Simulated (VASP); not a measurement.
SnO2: single point with LDA

Crystal: SnO2.

```
CELL_PARAMETERS angstrom
4.93084 0.00000 0.00000
0.00000 4.93136 0.00000
0.00000 0.00000 3.33117
ATOMIC_POSITIONS crystal
Sn 0.50000 0.50000 0.50000
Sn 0.00000 0.00000 0.00000
O 0.30599 0.34076 0.00000
O 0.80599 0.15924 0.50000
O 0.19401 0.84076 0.50000
O 0.69401 0.65924 0.00000
```

This cell differs from its parent crystal: atoms shifted along a free coordinate.

* Program: VASP 6.6.1
* Task: single point
* Functional: LDA
* Potentials or basis: VASP PAW LDA potentials, release 64 (Sn_d, O)
* Cutoff: 520 eV
* k mesh: 6 × 6 × 8
* Occupations: gaussian, width 0.05 eV
* Spin: no spin polarisation

```yaml
Pressure: -15.2 GPa
Largest_force: 1.615 eV/Å
Band_gap_on_the_k_mesh: 0.33 eV (least direct gap 0.39 eV)
```

Forces on the atoms (eV/Å):
```
Sn   0.000  0.000  0.000
Sn   0.000  0.000  0.000
O   -1.070 -1.209  0.000
O   -1.070  1.209  0.000
O    1.070 -1.209  0.000
O    1.070  1.209  0.000
```

Stress tensor (GPa, compression positive):
```
-11.45   0.00   0.00
  0.00 -13.88   0.00
  0.00   0.00 -20.29
```

Levels at points of the mesh, in eV from the valence-band top:
| k point | band 23 | band 24 | band 25 | band 26 | band 27 | band 28 | band 29 | band 30 |
| --- | --- | --- | --- | --- | --- | --- | --- | --- |
| (0.00, 0.00, 0.00) | -1.09 | -0.50 | -0.50 | -0.06 | 0.33 | 4.32 | 5.66 | 5.79 |
| (0.50, 0.00, 0.00) | -1.12 | -1.12 | -0.40 | -0.40 | 3.06 | 3.06 | 5.80 | 5.80 |
| (0.00, 0.50, 0.00) | -1.12 | -1.12 | -0.62 | -0.62 | 3.25 | 3.25 | 6.27 | 6.27 |
| (0.50, 0.50, 0.00) | -1.22 | -1.22 | -0.62 | -0.62 | 3.18 | 3.18 | 6.35 | 6.35 |
| (0.00, 0.00, 0.50) | -1.21 | -1.21 | -1.01 | -1.01 | 5.20 | 5.20 | 8.55 | 8.55 |
| (0.50, 0.00, 0.50) | -0.74 | -0.74 | -0.56 | -0.56 | 5.49 | 5.49 | 6.93 | 6.93 |
| (0.00, 0.50, 0.50) | -0.86 | -0.86 | -0.52 | -0.52 | 5.42 | 5.42 | 6.66 | 6.66 |
| (0.50, 0.50, 0.50) | -0.96 | -0.96 | -0.55 | -0.55 | 4.51 | 4.51 | 7.44 | 7.44 |

It took 4.1 min on 1 thread of Intel Xeon 8259CL (shared host), peak memory 0.29 GiB.

Caveat: the cell differs from its parent crystal (atoms shifted along a free coordinate); the cell stands under tension; spin-orbit coupling is left out, which moves the levels of the heavy elements; forces of over 1 eV/Å act on the atoms, so gaps and moduli don't describe the material at rest. A k mesh can miss the band edges.
